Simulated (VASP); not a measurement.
# MgSc2C2 (Immm) in VASP: notebook, part 2 of 3

VASP 6.6.1.

## (4) Relaxation of cell and atoms, PBE

This run uses another cell than the first one, of 16.07 Å³/atom, 1.199 times its volume.

INCAR

```
SYSTEM = MgSc2C2
ALGO = Normal
EDIFF = 1E-6
EDIFFG = -0.04
ENCUT = 600
GGA = PE
IBRION = 2
ISIF = 3
ISMEAR = 0
LASPH = .TRUE.
LCHARG = .FALSE.
LREAL = .FALSE.
LWAVE = .FALSE.
NELM = 60
NSW = 90
PREC = Accurate
SIGMA = 0.1
```

KPOINTS

```
k-points
0
G
  6 6 6
  0 0 0
```

POSCAR

```
MgSc2C2
1.0
   -2.0155354400      2.5582354300      3.8953533800
    2.0155354400     -2.5582354300      3.8953533800
    2.0155354400      2.5582354300     -3.8953533800
Mg Sc C
1 2 2
Direct
    0.0000000000      0.0000000000      0.0000000000
    0.2982834600      0.7982834600      0.5000000000
    0.7017165400      0.2017165400      0.5000000000
    0.7327898200      0.5000000000      0.2327898200
    0.2672101800      0.5000000000      0.7672101800
```

Potentials or basis: VASP PAW PBE potentials, release 64 (Mg, Sc_sv, C).

Run with:

```bash
$ cat potpaw_PBE.64/Mg/POTCAR potpaw_PBE.64/Sc_sv/POTCAR potpaw_PBE.64/C/POTCAR > POTCAR
$ mpirun -np 1 vasp_std > vasp.out
```

OUTCAR:

```text
SYSTEM = MgSc2C2
   EDIFF = 1E-6
   EDIFFG = -0.04
   ENCUT = 600
   GGA = PE
   IBRION = 2
   ISIF = 3
   ISMEAR = 0
   LASPH = .TRUE.
   LREAL = .FALSE.
   NELM = 60
   NSW = 90
   PREC = Accurate

 ion  position               nearest neighbor table
   1  0.000  0.000  0.000-   4 2.44   5 2.44   5 2.44   4 2.44   3 3.00   2 3.00   3 3.00   2 3.00
                             3 3.08   2 3.08   2 3.08   3 3.08
   2  0.298  0.798  0.500-   4 2.70   5 2.70   1 3.00   1 3.00   1 3.08   1 3.08   3 3.14   3 3.34
                             3 3.34   3 3.34   3 3.34
   3  0.702  0.202  0.500-   5 2.70   4 2.70   1 3.00   1 3.00   1 3.08   1 3.08   2 3.14   2 3.34
                             2 3.34   2 3.34   2 3.34
   4  0.733  0.500  0.233-   1 2.44   1 2.44   2 2.70   3 2.70
   5  0.267  0.500  0.767-   1 2.44   1 2.44   3 2.70   2 2.70

  LATTYP: Found a body centered orthorhombic cell.
 ALAT       =     4.0310708800
 B/A-ratio  =     1.2692584706
 C/A-ratio  =     1.9326642949

  Lattice vectors:

 A1 = (  -2.0155354400,   2.5582354300,   3.8953533800)
 A2 = (   2.0155354400,  -2.5582354300,   3.8953533800)
 A3 = (   2.0155354400,   2.5582354300,  -3.8953533800)

Analysis of symmetry for initial positions (statically):
=====================================================================
 Subroutine PRICEL returns:
 Original cell was already a primitive cell.

 Routine SETGRP: Setting up the symmetry group for a
 body centered orthorhombic supercell.

 Subroutine GETGRP returns: Found  8 space group operations
 (whereof  8 operations were pure point group operations)
 out of a pool of  8 trial point group operations.

The static configuration has the point symmetry D_2h.

Analysis of symmetry for dynamics (positions and initial velocities):
=====================================================================
 Subroutine PRICEL returns:
 Original cell was already a primitive cell.

 Routine SETGRP: Setting up the symmetry group for a
 body centered orthorhombic supercell.

 Subroutine GETGRP returns: Found  8 space group operations
 (whereof  8 operations were pure point group operations)
 out of a pool of  8 trial point group operations.

The dynamic configuration has the point symmetry D_2h.

 Subroutine INISYM returns: Found  8 space group operations
 (whereof  8 operations are pure point group operations),
 and found     1 'primitive' translations

----------------------------------------------------------------------------------------

                                     Primitive cell

  volume of cell :      80.3411

  direct lattice vectors                    reciprocal lattice vectors
    -2.015535440  2.558235430  3.895353380     0.000000000  0.195447219  0.128358059
     2.015535440 -2.558235430  3.895353380     0.248073038  0.000000000  0.128358059
     2.015535440  2.558235430 -3.895353380     0.248073038  0.195447219  0.000000000

  length of vectors
     5.077472755  5.077472755  5.077472755     0.233827729  0.279313486  0.315816161

  position of ions in fractional coordinates (direct lattice)
     0.000000000  0.000000000  0.000000000
     0.298283460  0.798283460  0.500000000
     0.701716540  0.201716540  0.500000000
     0.732789820  0.500000000  0.232789820
     0.267210180  0.500000000  0.767210180

  ion indices of the primitive-cell ions
   primitive index   ion index
[... 68 lines left out ...]
   PREC   = accura    normal or accurate (medium, high low for compatibility)
   ISTART =      0    job   : 0-new  1-cont  2-samecut
   ICHARG =      2    charge: 1-file 2-atom 10-const
   ISPIN  =      1    spin polarized calculation?
   LNONCOLLINEAR =      F non collinear calculations
   LSORBIT =      F    spin-orbit coupling
   LASPH  =      T    aspherical Exc in radial PAW
   ENCUT  =  600.0 eV  44.10 Ry    6.64 a.u.  10.14 10.14 10.14*2*pi/ulx,y,z
   NELM   =     60;   NELMIN=  2; NELMDL= -5     # of ELM steps
   EDIFF  = 0.1E-05   stopping-criterion for ELM
   LREAL  =      F    real-space projection
   EDIFFG = -.4E-01   stopping-criterion for IOM
   NSW    =     90    number of steps for IOM
   IBRION =      2    ionic relax: 0-MD 1-quasi-New 2-CG
   NFREE  =      1    steps in history (QN), initial steepest desc. (CG)
   ISIF   =      3    stress and relaxation
   ISYM   =      2    0-nonsym 1-usesym 2-fastsym
   POTIM  = 0.5000    time-step for ionic-motion
   TEBEG  =    0.0;   TEEND  =   0.0 temperature during run
   PSTRESS=    0.0 pullay stress
   NELECT =      32.0000    total number of electrons
   NUPDOWN=      -1.0000    fix difference up-down
   EMIN   =  10.00;   EMAX   =-10.00  energy-range for DOS
   EFERMI =   0.00;   METHOD = LEGACY
   ISMEAR =     0;   SIGMA  =   0.10  broadening in eV -4-tet -1-fermi 0-gaus
   EFERMI_NEDOS =   21; number of points for ismear=-14 and -15
   IALGO  =     38    algorithm
   IMIX   =      4    mixing-type and parameters
     AMIX     =   0.40;   BMIX     =  1.00
     AMIX_MAG =   1.60;   BMIX_MAG =  1.00
  volume/ion in A,a.u.               =      16.07       108.43
  Fermi-wavevector in a.u.,A,eV,Ry     =   1.204515  2.276203 19.740100  1.450856
  Thomas-Fermi vector in A             =   2.340238
   LORBIT       =      0    0 simple, 1 ext, 2 COOP (PROOUT), +10 PAW based schemes
   GGA     = PE    functional components
   LHFCALC =     F    Hartree Fock is set to
   AEXX    =    0.0000 exact exchange contribution
   IVDW    =     0    specifies the selected vdW correction
   LEPSILON=     F    determine dielectric tensor
   LRPA    =     F    only Hartree local field effects (RPA)
 conjugate gradient relaxation of ions
 non-spin polarized calculation
 Gauss-broadening in eV      SIGMA  =   0.10
  energy-cutoff  :      600.00
  volume of cell :       80.34
 maximum number of plane-waves:      2698
 NGX is ok and might be reduce to    42
   NGX = 21   NGY = 21   NGZ = 21

--------------------------------------- Ionic step        1  -------------------------------------------

 number of electron      32.0000002 magnetization

 Free energy of the ion-electron system (eV)
  ---------------------------------------------------
  ext. energy  EPLUGINS =         0.00000000
  ---------------------------------------------------
  free energy    TOTEN  =       -29.87116750 eV

  energy without entropy =      -29.84741739  energy(sigma->0) =      -29.85929245

------------------------ aborting loop because EDIFF is reached ----------------------------------------

  FORCE on cell =-STRESS in cart. coord.  units (eV):
  Direction    XX          YY          ZZ          XY          YZ          ZX
  --------------------------------------------------------------------------------------
  -------------------------------------------------------------------------------------
  Total      -14.8740124     -3.1073216     -8.3253676     -0.0000000      0.0000000      0.0000000
  in kB     -296.6203336    -61.9667887   -166.0260353     -0.0000000      0.0000000      0.0000000
  external PRESSURE =    -174.8710525 kB  Pullay stress =       0.0000000 kB
[... 98 lines left out ...]
  FREE ENERGIE OF THE ION-ELECTRON SYSTEM (eV)
  ---------------------------------------------------
  free  energy   TOTEN  =       -31.4920180742 eV

  energy  without entropy=      -31.4765962681  energy(sigma->0) =      -31.48430717

[... ionic steps 4 to 13 ...]

--------------------------------------- Ionic step       14  -------------------------------------------

 number of electron      31.9999998 magnetization

------------------------ aborting loop because EDIFF is reached ----------------------------------------
[... 73 lines left out ...]
--------------------------------------- Ionic step       16  -------------------------------------------

 number of electron      31.9999999 magnetization

 Free energy of the ion-electron system (eV)
  ---------------------------------------------------
  ext. energy  EPLUGINS =         0.00000000
  ---------------------------------------------------
  free energy    TOTEN  =       -32.74117610 eV

  energy without entropy =      -32.72622236  energy(sigma->0) =      -32.73369923

 E-fermi :   5.4466     XC(G=0): -10.9781

 val. band max:        5.4406189869   @ k =  -0.3333   0.3333   0.0000
 cond. band min:       5.4553287963   @ k =   0.5000   0.5000   0.1667
 fundamental gap:      0.0147098094
 Fermi energy:         5.4465993529

 k-point     1 :       0.0000    0.0000    0.0000
  band No.  band energies     occupation
      1     -43.5247      2.00000
      2     -43.4338      2.00000
      3     -22.3639      2.00000
      4     -22.3497      2.00000
      5     -22.1662      2.00000
      6     -22.0661      2.00000
[... 541 lines left out ...]
     19       7.5509      0.00000
     20       8.0904      0.00000

 [... further k-points ...]
[... 5 lines left out ...]
  --------------------------------------------------------------------------------------
  -------------------------------------------------------------------------------------
  Total       -0.0296122      0.0635175     -0.1626460      0.0000000      0.0000000      0.0000000
  in kB       -0.7057258      1.5137633     -3.8762179      0.0000000      0.0000000      0.0000000
  external PRESSURE =      -1.0227268 kB  Pullay stress =       0.0000000 kB
[... 20 lines left out ...]
  FREE ENERGIE OF THE ION-ELECTRON SYSTEM (eV)
  ---------------------------------------------------
  free  energy   TOTEN  =       -32.7411760972 eV

  energy  without entropy=      -32.7262223598  energy(sigma->0) =      -32.73369923

 reached required accuracy - stopping structural energy minimisation
```

OSZICAR:

```text
N       E                     dE             d eps       ncg     rms          rms(c)
DAV:   1     0.520970741681E+03    0.52097E+03   -0.15856E+04  1840   0.178E+03
DAV:   2     0.138213588253E+02   -0.50715E+03   -0.50021E+03  2944   0.647E+02
[... 150 lines left out ...]
  15 F= -.32740483E+02 E0= -.32732917E+02  d E =-.164227E-01
       N       E                     dE             d eps       ncg     rms          rms(c)
DAV:   1    -0.327417289879E+02   -0.12461E-02   -0.85339E-02  2212   0.544E+00    0.203E-01
DAV:   2    -0.327415107082E+02    0.21828E-03   -0.52678E-03  2872   0.968E-01    0.119E-01
DAV:   3    -0.327411755083E+02    0.33520E-03   -0.57451E-04  2988   0.349E-01    0.166E-02
DAV:   4    -0.327411761051E+02   -0.59683E-06   -0.38927E-05  3068   0.694E-02    0.891E-03
DAV:   5    -0.327411760972E+02    0.78558E-08   -0.13453E-06  1492   0.252E-02
  16 F= -.32741176E+02 E0= -.32733699E+02  d E =-.693525E-03
```

Run time: 22 min. Hardware: 1 thread of Intel Xeon 6975P-C, shared host; peak memory 0.34 GiB.

What came out:

* Free energy: -32.7412 eV
* Relaxed volume: 13.45 Å³/atom
* Relaxed cell: a = 5.088 Å, b = 5.088 Å, c = 5.088 Å, α = 141.88°, β = 122.65°, γ = 70.97°
* Space group after relaxing (to 0.05 Å): Immm (No. 71)
* Energy gained by relaxing: 574.0 meV/atom
* Ionic steps: 16
* Pressure after relaxing: -0.1 GPa
* Largest force after relaxing: 0.007 eV/Å
* Band gap on the k mesh: zero (band 16 reaches 6.21 eV, above the bottom of band 17 at 4.43 eV)

Forces in eV/Å, atoms in the order of the input:
```
Mg   0.000  0.000  0.000
Sc   0.000  0.000  0.007
Sc   0.000  0.000 -0.007
C    0.000 -0.006  0.000
C    0.000  0.006  0.000
```

Step by step:
```csv
step,energy change (eV),largest force (eV/Å),pressure (GPa),volume (Å³)
1,0.0000,0.9061,-17.49,80.34
2,-1.6022,1.3118,5.77,61.39
3,-1.6209,1.2570,2.55,62.76
4,-1.8280,0.9825,1.77,62.96
5,-1.9011,0.7220,2.24,63.11
6,-2.1497,1.2726,-0.46,64.48
7,-2.5567,1.4643,0.08,68.50
8,-2.5614,1.2049,-1.99,67.16
9,-2.5900,1.3338,-1.40,67.75
10,-2.6936,1.6319,1.38,68.05
11,-2.6994,1.2460,0.63,68.01
12,-2.8447,0.2445,-2.03,68.45
13,-2.8529,0.2990,-2.63,68.56
14,-2.8692,0.0366,0.11,67.16
15,-2.8693,0.0219,-0.14,67.28
16,-2.8700,0.0070,-0.10,67.23
```

Final structure:
```yaml
crystal:
  lattice:
    - [-1.66155, 2.44153, 4.14296]
    - [1.66155, -2.44153, 4.14296]
    - [1.66155, 2.44153, -4.14296]
  atoms:
    - { symbol: Mg, position: [0.00000, 0.00000, 0.00000] }
    - { symbol: Sc, position: [0.30912, 0.80912, 0.50000] }
    - { symbol: Sc, position: [0.69088, 0.19088, 0.50000] }
    - { symbol: C, position: [0.65137, 0.50000, 0.15137] }
    - { symbol: C, position: [0.34863, 0.50000, 0.84863] }
```

Levels at points of the mesh, in eV from the Fermi level:
| k point | band 12 | band 13 | band 14 | band 15 | band 16 | band 17 | band 18 | band 19 | band 20 |
| --- | --- | --- | --- | --- | --- | --- | --- | --- | --- |
| (0.00, 0.00, 0.00) | -4.38 | -3.59 | -0.90 | -0.84 | -0.06 | 0.21 | 2.10 | 2.54 | 3.05 |
| (0.50, 0.00, 0.00) | -3.62 | -3.40 | -1.90 | -0.08 | 0.39 | 0.96 | 1.07 | 1.97 | 2.43 |
| (0.00, 0.50, 0.00) | -4.51 | -4.00 | -1.90 | -1.14 | -1.14 | -0.98 | 1.78 | 2.85 | 3.20 |
| (0.50, 0.50, 0.00) | -3.85 | -3.22 | -2.71 | -1.85 | 0.14 | 0.55 | 0.79 | 1.99 | 3.17 |
| (0.50, 0.50, 0.50) | -5.79 | -3.32 | -0.53 | -0.47 | 0.39 | 1.30 | 1.36 | 1.55 | 1.77 |

Caveat: the volume moved by over 15 % at a fixed basis, so the end points are rough.

## (5) Single point, PBE, collinear spin, ferromagnetic start

INCAR

```
SYSTEM = MgSc2C2
  PREC = Accurate
  ENCUT = 520
  EDIFF = 1E-6
  ISMEAR = 0
  SIGMA = 0.1
  LREAL = .FALSE.
  LASPH = .TRUE.
  NELM = 150
  ALGO = Normal
  ISIF = 2
  LWAVE = .FALSE.
  LCHARG = .TRUE.
  ISPIN = 2
  MAGMOM = 0 0 0 1 1
  LORBIT = 11
  LMAXMIX = 4
  GGA = PE
  LELF = .TRUE.
  LVHAR = .TRUE.
  NBANDS = 28
```

KPOINTS

```
regular mesh
0
G
  6 6 6
  0 0 0
```

POSCAR

```
MgSc2C2
1.0
   -1.6627538063      2.4439123366      4.1219149043
    1.6627538063     -2.4439123366      4.1219149043
    1.6627538063      2.4439123366     -4.1219149043
Mg Sc C
1 2 2
Direct
    0.0000000000      0.0000000000      0.0000000000
    0.3094068109      0.8094068109      0.5000000000
    0.6905931891      0.1905931891      0.5000000000
    0.6511886852      0.5000000000      0.1511886852
    0.3488113148      0.5000000000      0.8488113148
```

Potentials or basis: VASP PAW PBE potentials, release 64 (Mg, Sc_sv, C).

Run with:

```bash
$ cat potpaw_PBE.64/Mg/POTCAR potpaw_PBE.64/Sc_sv/POTCAR potpaw_PBE.64/C/POTCAR > POTCAR
$ mpirun -np 1 vasp_std > vasp.out
```

OUTCAR:

```text
SYSTEM = MgSc2C2
   PREC = Accurate
   ENCUT = 520
   EDIFF = 1E-6
   ISMEAR = 0
   LREAL = .FALSE.
   LASPH = .TRUE.
   NELM = 150
   ISIF = 2
   ISPIN = 2
   LORBIT = 11
   GGA = PE

 ion  position               nearest neighbor table
   1  0.000  0.000  0.000-   5 2.38   4 2.38   5 2.38   4 2.38   3 2.91   2 2.91   3 2.91   2 2.91
                             2 3.04   3 3.04   2 3.04   3 3.04
   2  0.309  0.809  0.500-   5 2.40   5 2.40   4 2.40   4 2.40   1 2.91   1 2.91   1 3.04   1 3.04
                             3 3.11   3 3.11   3 3.11   3 3.11   3 3.14
   3  0.691  0.191  0.500-   4 2.40   4 2.40   5 2.40   5 2.40   1 2.91   1 2.91   1 3.04   1 3.04
                             2 3.11   2 3.11   2 3.11   2 3.11   2 3.14
   4  0.651  0.500  0.151-   5 1.48   1 2.38   1 2.38   3 2.40   3 2.40   2 2.40   2 2.40
   5  0.349  0.500  0.849-   4 1.48   1 2.38   1 2.38   2 2.40   2 2.40   3 2.40   3 2.40

  LATTYP: Found a body centered orthorhombic cell.
 ALAT       =     3.3255076126
[... 1731 lines left out ...]
      1.66275     -0.00000      2.55070         0.000000      0.000000     -0.067905
      0.00000      2.44391      1.57122        -0.000000      0.000000      0.067905
     -0.00000      0.73898      4.12191         0.000000      0.103024     -0.000000
      1.66275      1.70493      0.00000         0.000000     -0.103024      0.000000
 -----------------------------------------------------------------------------------
    total drift:                                0.000000      0.000000     -0.000000

  FREE ENERGIE OF THE ION-ELECTRON SYSTEM (eV)
  ---------------------------------------------------
  free  energy   TOTEN  =       -32.7311491632 eV

  energy  without entropy=      -32.7165778268  energy(sigma->0) =      -32.72386350

 total charge

# of ion       s       p       d       tot
------------------------------------------
    1        0.198   0.192   0.040   0.430
    2        2.207   6.174   1.194   9.575
    3        2.207   6.174   1.194   9.575
    4        0.851   1.504   0.000   2.355
    5        0.851   1.504   0.000   2.355
--------------------------------------------------
tot          6.315  15.548   2.428  24.290

 magnetization (x)

# of ion       s       p       d       tot
------------------------------------------
    1       -0.000  -0.000  -0.000  -0.000
    2       -0.000   0.000  -0.000  -0.000
    3       -0.000   0.000  -0.000  -0.000
    4        0.000  -0.000   0.000   0.000
    5        0.000  -0.000   0.000   0.000
--------------------------------------------------
tot          0.000  -0.000  -0.000   0.000
```

stdout:

```text
POSCAR found type information on POSCAR MgScC
 POSCAR found :  3 types and       5 ions
 scaLAPACK will be used
 LDA part: xc-table for (Slater+PW92), standard interpolation
 POSCAR, INCAR and KPOINTS ok, starting setup
 FFT: planning ... GRIDC
 FFT: planning ... GRID_SOFT
 FFT: planning ... GRID
 WAVECAR not read
 entering main loop
```

Wall time 4.7 min (1 thread of Intel Xeon 6975P-C, shared host); peak memory 0.37 GiB.

Results:

| Quantity | Value |
| --- | --- |
| Free energy | -32.7311 eV |
| Pressure | 0.3 GPa |
| Largest force | 0.103 eV/Å |
| Band gap on the k mesh | zero (filled and empty bands overlap) |
| Net moment | 0.00 μB per cell |
| Valence electrons inside the program's atomic spheres | Mg 0.43; Sc 9.57; C 2.35 |

Forces on the atoms (eV/Å):
```
Mg   0.000  0.000  0.000
Sc   0.000  0.000 -0.068
Sc   0.000  0.000  0.068
C    0.000  0.103  0.000
C    0.000 -0.103  0.000
```

Stress tensor (GPa, compression positive):
```
0.09 0.00 0.00
0.00 0.29 0.00
0.00 0.00 0.60
```

Caveat: the k points lie up to 0.38 Å⁻¹ apart.

[end of part 2 of 3]
